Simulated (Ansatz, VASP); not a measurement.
AlNi: VASP beside Ansatz

```
Al Ni
1.0
     1.92568   -1.94008    0.00000
     1.92568    1.94008    0.00000
     0.00000    0.00000    3.07863
Al Ni
1 1
Direct
  0.00000 0.00000 0.00000
  0.50000 0.50000 0.50000
```

Alike in both runs: task single point; functional r2SCAN; k mesh 10 × 10 × 9; collinear spin.

|  | VASP | Ansatz |
| --- | --- | --- |
| version | VASP 6.6.1 | Ansatz 0.2.0 |
| potentials or method | VASP PAW PBE potentials, release 64 (Al, Ni), cutoff 520 eV | plane waves, PAW |
| occupations | fermi-dirac, width 0.1 eV | fermi-dirac |
| valence electrons in the cell | 13 | 21 |

```tsv
	VASP	Ansatz	Ansatz less VASP
net moment per atom (μB)	0.00	0.00	0.000
```

VASP's potentials were made for PBE, not for r2SCAN. VASP's potentials hold 13 valence electrons a cell and Ansatz's 21, so a difference there can come from the potentials and not from the codes. Ansatz's warnings: seeded moment not kept, stability check not made.
